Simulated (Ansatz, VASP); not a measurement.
**Ge in VASP and in Ansatz**

File POSCAR:

```
Ge
1.0
    1.3971490000     -2.5485056800      0.0000000000
    1.3971490000      2.5485056800      0.0000000000
    0.0000000000      0.0000000000      2.6982310000
Ge
1
Direct
    0.5000000000      0.5000000000      0.0000000000
```

Contents of INCAR.step1:

```
PREC     = Accurate       # precision mode
ENCUT    = 520            # plane-wave cutoff, eV
ISMEAR   = 0              # smearing method
SIGMA    = 0.15           # smearing width, eV
LREAL    = F              # projectors in reciprocal space
LASPH    = T              # aspherical terms in the spheres
NELM     = 80             # most SCF steps
NBANDS   = 13             # bands
GGA      = PE             # functional
ALGO     = Normal         # electronic algorithm
EDIFF    = 1E-4           # SCF threshold, eV
LWAVE    = T              # write WAVECAR
LCHARG   = F              # write CHGCAR
```

Contents of INCAR.step2:

```
PREC     = Accurate       # precision mode
ENCUT    = 520            # plane-wave cutoff, eV
EDIFF    = 1E-6           # SCF threshold, eV
ISMEAR   = 0              # smearing method
SIGMA    = 0.15           # smearing width, eV
LREAL    = F              # projectors in reciprocal space
LASPH    = T              # aspherical terms in the spheres
NELM     = 80             # most SCF steps
ALGO     = Normal         # electronic algorithm
ISIF     = 2              # what is computed and relaxed
LWAVE    = F              # write WAVECAR
LCHARG   = F              # write CHGCAR
METAGGA  = R2SCAN         # meta-GGA
LMIXTAU  = T            
NBANDS   = 13             # bands
ISTART   = 1
```

Contents of KPOINTS:

```
regular mesh
0
Gamma
  20 20 18
```

Input for Ansatz:

```yaml
crystal:
  lattice:
    - [1.397149, -2.54850568, 0.0]
    - [1.397149, 2.54850568, 0.0]
    - [0.0, 0.0, 2.698231]
  atoms:
    - { symbol: Ge, position: [0.5, 0.5, 0.0] }
basis:
  ecutwfc: 500
kpoints:
  mp_grid: { grid: [20, 20, 18] }
hamiltonian:
  xc: r2scan
scf:
  occupations: { method: gaussian, width: 0.15 }
output:
  forces: true
  stress: true
  eigenvalues: true
```

Change from the starting cell: strain -0.0200 x Voigt [0, 1, 0, 0, 0, 0], atoms carried along.

Alike in both runs: task single point; functional r2SCAN; k mesh 20 × 20 × 18; occupations gaussian, width 0.15 eV; no spin polarisation.

```csv
,VASP,Ansatz
version,VASP 6.6.1,Ansatz 0.2.0
potentials or method,"VASP PAW PBE potentials, release 64 (Ge_d), cutoff 520 eV","scalar-relativistic, plane waves, PAW"
valence electrons in the cell,14,14
```

|  | VASP | Ansatz | Ansatz less VASP |
| --- | --- | --- | --- |
| gap on the k mesh at the Fermi level (eV) | none | none | - |
| pressure (GPa) | -2.1 | -1.9 | +0.26 |
| traceless stress, the component that is largest in VASP (GPa) | -1.59 | -1.62 | -0.033 |

VASP's potentials were made for PBE, not for r2SCAN. A gap of «none» marks a metal or a gap that the smearing closes.
